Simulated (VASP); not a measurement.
Crystal: AgI.

```
Ag I
1.0
     4.65075    0.00000    0.00000
    -2.32537    4.02766    0.00000
     0.00000    0.00000    7.59971
Ag I
2 2
Cartesian
  2.3254 1.3426 4.7690
  0.0000 2.6851 0.9691
  2.3254 1.3426 0.0188
  0.0000 2.6851 3.8187
```

Base run:

| Property | Result |
| --- | --- |
| Program | VASP 6.6.1 |
| Functional | PBE |
| Potentials or basis | VASP PAW PBE potentials, release 64 (Ag, I) |
| Cutoff | 500 eV |
| k mesh | 6 × 6 × 4 |
| Occupations | fermi-dirac, width 0.02 eV |
| Spin | no spin polarisation |

Its results: band gap on the k mesh 1.37 eV; pressure 0.6 GPa.

**Question.** The run is repeated on the same cell with these changes: functional from PBE to r2SCAN; cutoff from 500 eV to 550 eV. What comes out?

**Answer.** Band gap on the k mesh 1.83 eV; pressure -0.1 GPa.

Caveats: spin-orbit coupling is left out, which moves the levels of the heavy elements; the PAW data sets were made with another functional, which shifts forces and pressure a little (at least some runs).

